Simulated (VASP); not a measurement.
A run of VASP 6.6.1 is set up as follows.

File INCAR:

```
SYSTEM = GaP
PREC     = Accurate       ! precision mode
ENCUT    = 500            ! plane-wave cutoff, eV
EDIFF    = 1E-6           ! SCF threshold, eV
ISMEAR   = 0              ! smearing method
SIGMA    = 0.01           ! smearing width, eV
LREAL    = .False.        ! projectors in reciprocal space
LASPH    = .True.         ! aspherical terms in the spheres
NELM     = 120            ! most SCF steps
ALGO     = Normal         ! electronic algorithm
ISIF     = 2              ! what is computed and relaxed
LWAVE    = .False.        ! write WAVECAR
LCHARG   = .True.         ! write CHGCAR
GGA      = PS             ! functional
LELF     = .True.         ! ELF
LVHAR    = .True.       
NBANDS   = 16             ! bands
GGA_COMPAT= .False.
```

File KPOINTS:

```
Automatic mesh
0
Gamma
  8 8 8
  0 0 0
```

POSCAR

```
GaP
1.0
    0.0000000000      2.7191751666      2.7191751666
    2.7191751666      0.0000000000      2.7191751666
    2.7191751666      2.7191751666      0.0000000000
Ga P
1 1
Direct
    0.0000000000      0.0000000000      0.0000000000
    0.2500000000      0.2500000000      0.2500000000
```

Potentials or basis: VASP PAW PBE potentials, release 64 (Ga_d, P).

Run with:

```console
$ cat potpaw_PBE.64/Ga_d/POTCAR potpaw_PBE.64/P/POTCAR > POTCAR
$ mpirun -np 1 vasp_std > vasp.out
```

**Question.** Estimate the pressure.

**Answer.** -0.1 GPa.

**Question.** Estimate the band gap on the k mesh.

**Answer.** 1.50 eV, indirect (least direct gap 1.81 eV).

Caveat: the PAW data sets were made with another functional, which shifts forces and pressure a little. As with any semilocal functional, this PBEsol gap is likely too small.
